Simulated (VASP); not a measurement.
# Rh (Fm-3m) in VASP: further runs

Aim: see how the results for Rh move with the level of theory and the settings. Levels: BLYP, revPBE, LDA. Tasks: single point.

Everything below comes from runs of VASP 6.6.1. Logs are shortened: lines on timing, memory, paths and dates and some standing lists are left out, and cuts for length are marked.

### Step 1. The cell of the first run

Symmetry: Fm-3m, No. 225, cubic system. Conventional cell: a = 3.796 Å, b = 3.796 Å, c = 3.796 Å, α = 90.00°, β = 90.00°, γ = 90.00°. Within 3.5 Å of Rh (site symmetry m-3m) lie 12 Rh at 2.68 Å.

### Step 2. Single point, BLYP

Contents of INCAR:

```
PREC = Accurate
ENCUT = 500
EDIFF = 1E-6
ISMEAR = -1
SIGMA = 0.05
LREAL = False
LASPH = True
NELM = 120
ALGO = Normal
ISIF = 2
LWAVE = False
LCHARG = True
GGA = B5
ALDAX = 1.0
AGGAX = 1.0
AGGAC = 1.0
ALDAC = 0.0
LELF = True
LVHAR = True
NBANDS = 14
GGA_COMPAT = False
```

Contents of KPOINTS:

```
Automatic mesh
0
Gamma
  9 9 9
```

Contents of POSCAR:

```
Rh
1.0
    0.0000000000      1.8978500000      1.8978500000
    1.8978500000      0.0000000000      1.8978500000
    1.8978500000      1.8978500000      0.0000000000
Rh
1
Direct
    0.0000000000      0.0000000000      0.0000000000
```

Potentials or basis: VASP PAW PBE potentials, release 64 (Rh_pv).

On the command line:

```bash
cat potpaw_PBE.64/Rh_pv/POTCAR > POTCAR
mpirun -np 1 vasp_std > vasp.out
```

OUTCAR:

```text
PREC = Accurate
   ENCUT = 500
   EDIFF = 1E-6
   ISMEAR = -1
   LREAL = False
   LASPH = True
   NELM = 120
   ISIF = 2
   GGA = B5

 ion  position               nearest neighbor table
   1  0.000  0.000  0.000-

  LATTYP: Found a face centered cubic cell.
 ALAT       =     3.7957000000

  Lattice vectors:

 A1 = (   0.0000000000,   1.8978500000,   1.8978500000)
 A2 = (   1.8978500000,   0.0000000000,   1.8978500000)
 A3 = (   1.8978500000,   1.8978500000,   0.0000000000)

Analysis of symmetry for initial positions (statically):
=====================================================================
 Subroutine PRICEL returns:
 Original cell was already a primitive cell.

 Routine SETGRP: Setting up the symmetry group for a
 face centered cubic supercell.

 Subroutine GETGRP returns: Found 48 space group operations
 (whereof 48 operations were pure point group operations)
 out of a pool of 48 trial point group operations.

The static configuration has the point symmetry O_h .

Analysis of symmetry for dynamics (positions and initial velocities):
=====================================================================
 Subroutine PRICEL returns:
 Original cell was already a primitive cell.

 Routine SETGRP: Setting up the symmetry group for a
 face centered cubic supercell.

 Subroutine GETGRP returns: Found 48 space group operations
 (whereof 48 operations were pure point group operations)
 out of a pool of 48 trial point group operations.

The dynamic configuration has the point symmetry O_h .

 Subroutine INISYM returns: Found 48 space group operations
 (whereof 48 operations are pure point group operations),
 and found     1 'primitive' translations

----------------------------------------------------------------------------------------

                                     Primitive cell

  volume of cell :      13.6715

  direct lattice vectors                    reciprocal lattice vectors
     0.000000000  1.897850000  1.897850000    -0.263456016  0.263456016  0.263456016
     1.897850000  0.000000000  1.897850000     0.263456016 -0.263456016  0.263456016
     1.897850000  1.897850000  0.000000000     0.263456016  0.263456016 -0.263456016

  length of vectors
     2.683965209  2.683965209  2.683965209     0.456319205  0.456319205  0.456319205

  position of ions in fractional coordinates (direct lattice)
     0.000000000  0.000000000  0.000000000

  ion indices of the primitive-cell ions
   primitive index   ion index
                 1           1

----------------------------------------------------------------------------------------

 KPOINTS: Automatic mesh

Automatic generation of k-mesh.
 Grid dimensions read from file:
 generate k-points for:    9    9    9

 Generating k-lattice:

  Cartesian coordinates                     Fractional coordinates (reciprocal lattice)
    -0.029272891  0.029272891  0.029272891     0.111111111  0.000000000  0.000000000
     0.029272891 -0.029272891  0.029272891     0.000000000  0.111111111  0.000000000
     0.029272891  0.029272891 -0.029272891     0.000000000  0.000000000  0.111111111

  Length of vectors
     0.050702134  0.050702134  0.050702134

  Shift w.r.t. Gamma in fractional coordinates (k-lattice)
     0.000000000  0.000000000  0.000000000

 Subroutine IBZKPT returns following result:
 ===========================================

 Found     35 irreducible k-points:

 Following reciprocal coordinates:
            Coordinates               Weight
  0.000000  0.000000  0.000000      1.000000
  0.111111  0.000000  0.000000      8.000000
  0.222222  0.000000  0.000000      8.000000
  0.333333  0.000000  0.000000      8.000000
  0.444444  0.000000  0.000000      8.000000
  0.111111  0.111111  0.000000      6.000000
[... 16 lines left out ...]
 -0.333333  0.333333  0.000000     12.000000
  0.444444  0.444444  0.000000      6.000000
 [... further k-points ...]
   k-points           NKPTS =     35   k-points in BZ     NKDIM =     35   number of bands    NBANDS=     14
   number of dos      NEDOS =    301   number of ions     NIONS =      1
   total plane-waves  NPLWV =   8000
   dimension x,y,z NGX =    20 NGY =   20 NGZ =   20
   dimension x,y,z NGXF=    40 NGYF=   40 NGZF=   40
   ions per type =               1
   NGX,Y,Z   is equivalent  to a cutoff of  12.39, 12.39, 12.39 a.u.
   NGXF,Y,Z  is equivalent  to a cutoff of  24.78, 24.78, 24.78 a.u.
 SYSTEM =  unknown system
   PREC   = accura    normal or accurate (medium, high low for compatibility)
   ISTART =      0    job   : 0-new  1-cont  2-samecut
   ICHARG =      2    charge: 1-file 2-atom 10-const
   ISPIN  =      1    spin polarized calculation?
   LNONCOLLINEAR =      F non collinear calculations
   LSORBIT =      F    spin-orbit coupling
   LASPH  =      T    aspherical Exc in radial PAW
   ENCUT  =  500.0 eV  36.75 Ry    6.06 a.u.   4.89  4.89  4.89*2*pi/ulx,y,z
   NELM   =    120;   NELMIN=  2; NELMDL= -5     # of ELM steps
   EDIFF  = 0.1E-05   stopping-criterion for ELM
   LREAL  =      F    real-space projection
   EDIFFG = 0.1E-04   stopping-criterion for IOM
   NSW    =      0    number of steps for IOM
   IBRION =     -1    ionic relax: 0-MD 1-quasi-New 2-CG
   NFREE  =      0    steps in history (QN), initial steepest desc. (CG)
   ISIF   =      2    stress and relaxation
   ISYM   =      2    0-nonsym 1-usesym 2-fastsym
   POTIM  = 0.5000    time-step for ionic-motion
   TEBEG  =    0.0;   TEEND  =   0.0 temperature during run
   PSTRESS=    0.0 pullay stress
   NELECT =      15.0000    total number of electrons
   NUPDOWN=      -1.0000    fix difference up-down
   EMIN   =  10.00;   EMAX   =-10.00  energy-range for DOS
   EFERMI =   0.00;   METHOD = LEGACY
   ISMEAR =    -1;   SIGMA  =   0.05  broadening in eV -4-tet -1-fermi 0-gaus
   EFERMI_NEDOS =   21; number of points for ismear=-14 and -15
   IALGO  =     38    algorithm
   IMIX   =      4    mixing-type and parameters
     AMIX     =   0.40;   BMIX     =  1.00
     AMIX_MAG =   1.60;   BMIX_MAG =  1.00
  volume/ion in A,a.u.               =      13.67        92.26
  Fermi-wavevector in a.u.,A,eV,Ry     =   1.688496  3.190795 38.790465  2.851019
  Thomas-Fermi vector in A             =   2.770792
   LORBIT       =      0    0 simple, 1 ext, 2 COOP (PROOUT), +10 PAW based schemes
   GGA     = B5    functional components
   LHFCALC =     F    Hartree Fock is set to
   AEXX    =    0.0000 exact exchange contribution
   IVDW    =     0    specifies the selected vdW correction
   LEPSILON=     F    determine dielectric tensor
   LRPA    =     F    only Hartree local field effects (RPA)
 non-spin polarized calculation
  energy-cutoff  :      500.00
  volume of cell :       13.67
 maximum number of plane-waves:       353
   NGX =  9   NGY =  9   NGZ =  9

 number of electron      15.0000007 magnetization

 Free energy of the ion-electron system (eV)
  ---------------------------------------------------
  ext. energy  EPLUGINS =         0.00000000
  ---------------------------------------------------
  free energy    TOTEN  =        -6.08026825 eV

  energy without entropy =       -6.06913039  energy(sigma->0) =       -6.07469932

 E-fermi :  12.4727     XC(G=0): -13.4184

 val. band max:       12.4628704630   @ k =  -0.3333   0.3333   0.0000
 cond. band min:      12.4783204268   @ k =  -0.4444   0.4444   0.1111
 fundamental gap:      0.0154499638
 Fermi energy:        12.4726912680

 k-point     1 :       0.0000    0.0000    0.0000
  band No.  band energies     occupation
      1     -33.6891      2.00000
      2     -33.6891      2.00000
      3     -33.6891      2.00000
      4       4.7505      2.00000
      5       9.4209      2.00000
      6       9.4209      2.00000
      7       9.4209      2.00000
      8      11.4968      2.00000
      9      11.4968      2.00000
     10      28.8349      0.00000
     11      32.7640      0.00000
     12      34.1839      0.00000
     13      34.1839      0.00000
     14      34.1839      0.00000

 k-point     2 :       0.1111    0.0000    0.0000
  band No.  band energies     occupation
      1     -33.7804      2.00000
      2     -33.7015      2.00000
      3     -33.7015      2.00000
      4       5.2361      2.00000
      5       9.2347      2.00000
      6       9.5990      2.00000
      7       9.5990      2.00000
      8      11.4111      2.00000
      9      11.4111      2.00000
     10      29.5067      0.00000
     11      32.0994      0.00000
     12      32.7712      0.00000
     13      34.9046      0.00000
     14      34.9046      0.00000

 k-point     3 :       0.2222    0.0000    0.0000
  band No.  band energies     occupation
      1     -34.0080      2.00000
      2     -33.7326      2.00000
      3     -33.7326      2.00000
      4       6.3004      2.00000
      5       9.1976      2.00000
      6       9.8007      2.00000
      7       9.8007      2.00000
      8      11.5323      2.00000
      9      11.5323      2.00000
     10      28.7794      0.00000
     11      30.4903      0.00000
     12      32.7665      0.00000
     13      36.7433      0.00000
     14      36.7433      0.00000
[... 324 lines left out ...]
 k-point    23 :      -0.3333    0.3333    0.0000
  band No.  band energies     occupation
      1     -34.2009      2.00000
      2     -34.1965      2.00000
      3     -33.8724      2.00000
      4       7.4745      2.00000
      5       8.4715      2.00000
      6       9.6525      2.00000
      7      11.2625      2.00000
      8      12.4629      1.09789
      9      19.3476      0.00000
     10      22.6815      0.00000
     11      24.7627      0.00000
     12      31.2570      0.00000
     13      32.7471      0.00000
     14      33.0464      0.00000

 k-point    24 :       0.4444    0.4444    0.0000
  band No.  band energies     occupation
      1     -34.3803      2.00000
      2     -33.9586      2.00000
      3     -33.9586      2.00000
      4       6.3285      2.00000
      5       6.6458      2.00000
      6      12.9942      0.00006
      7      13.3265      0.00000
      8      13.3265      0.00000
      9      15.3796      0.00000
     10      25.8108      0.00000
     11      26.4053      0.00000
     12      26.4053      0.00000
     13      32.7508      0.00000
     14      35.7939      0.00000

 [... further k-points ...]
[... 5 lines left out ...]
  --------------------------------------------------------------------------------------
  -------------------------------------------------------------------------------------
  Total        1.9027947      1.9027947      1.9027947     -0.0000000     -0.0000000     -0.0000000
  in kB      222.9907592    222.9907592    222.9907592     -0.0000000     -0.0000000     -0.0000000
  external PRESSURE =     222.9907592 kB  Pullay stress =       0.0000000 kB

 VOLUME and BASIS-vectors are now :
 -----------------------------------------------------------------------------
  energy-cutoff  :      500.00
  volume of cell :       13.67
      direct lattice vectors                 reciprocal lattice vectors
     0.000000000  1.897850000  1.897850000    -0.263456016  0.263456016  0.263456016
     1.897850000  0.000000000  1.897850000     0.263456016 -0.263456016  0.263456016
     1.897850000  1.897850000  0.000000000     0.263456016  0.263456016 -0.263456016

 POSITION                                       TOTAL-FORCE (eV/Angst)
 -----------------------------------------------------------------------------------
      0.00000      0.00000      0.00000         0.000000     -0.000000     -0.000000
 -----------------------------------------------------------------------------------
    total drift:                                0.000000     -0.000000     -0.000000

  FREE ENERGIE OF THE ION-ELECTRON SYSTEM (eV)
  ---------------------------------------------------
  free  energy   TOTEN  =        -6.0802682506 eV

  energy  without entropy=       -6.0691303939  energy(sigma->0) =       -6.07469932
```

It took 9.5 s on 1 thread of Intel Xeon 6975P-C, shared host; peak memory 0.12 GiB.

Results:

| Item | Value |
| --- | --- |
| Free energy | -6.0803 eV |
| Pressure | 22.3 GPa |

Caveat: the PAW data sets were made with another functional, which shifts forces and pressure a little.

### Step 3. Single point, revPBE

Contents of INCAR:

```
SYSTEM = Rh
ALGO = Normal
EDIFF = 1E-6
ENCUT = 500
GGA = RE
GGA_COMPAT = .False.
ISIF = 2
ISMEAR = -1
LASPH = .True.
LCHARG = .True.
LELF = .True.
LREAL = .False.
LVHAR = .True.
LWAVE = .False.
NBANDS = 14
NELM = 120
PREC = Accurate
SIGMA = 0.05
```

Contents of KPOINTS:

```
k-points
0
Gamma
  9 9 9
  0 0 0
```

POSCAR is that of step 2.

Potentials or basis: VASP PAW PBE potentials, release 64 (Rh_pv).

On the command line:

```bash
cat potpaw_PBE.64/Rh_pv/POTCAR > POTCAR
mpirun -np 1 vasp_std > vasp.out
```

Wall time 5.3 s (1 thread of Intel Xeon 6975P-C, shared host); peak memory 0.13 GiB.

Results (log left out):

| Item | Value |
| --- | --- |
| Free energy | -6.7282 eV |
| Pressure | 11.1 GPa |

Levels at points of the mesh, in eV from the Fermi level:
```
           k point  band 6  band 7  band 8  band 9  band 10  band 11
(0.00, 0.00, 0.00)   -3.03   -3.03   -0.94   -0.94    16.08    20.60
```

Caveat: the PAW data sets were made with another functional, which shifts forces and pressure a little.

[end of part 1 of 2]
